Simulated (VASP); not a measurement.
**K: single point with PBEsol**

K:

```
K
1.0
    -2.60819    2.60819    2.60819
     2.60819   -2.60819    2.60819
     2.60819    2.60819   -2.60819
K
1
Direct
  0.00000 0.00000 0.00000
```

```json
{
 "Program": "VASP 6.6.1",
 "Task": "single point",
 "Functional": "PBEsol",
 "Potentials or basis": "VASP PAW PBE potentials, release 64 (K_sv)",
 "Cutoff": "520 eV",
 "k mesh": "7 × 7 × 7",
 "Occupations": "fermi-dirac, width 0.05 eV",
 "Spin": "no spin polarisation",
 "Dipole correction": "no",
 "Further INCAR settings": "ALGO = Normal; EDIFF = 1e-07; NBANDS = 10"
}
```

| Property | Result |
| --- | --- |
| Pressure | 0.0 GPa |

Levels at points of the mesh, in eV from the Fermi level:
| k point | band 3 | band 4 | band 5 | band 6 | band 7 | band 8 |
| --- | --- | --- | --- | --- | --- | --- |
| (0.00, 0.00, 0.00) | -15.47 | -15.47 | -2.20 | 4.34 | 4.34 | 4.34 |

Run time: 10 s on 1 thread of Intel(R) Xeon(R) 6975P-C (Granite Rapids) (shared host), peak memory 0.19 GiB.

Caveat: the PAW data sets were made with another functional, which shifts forces and pressure a little.
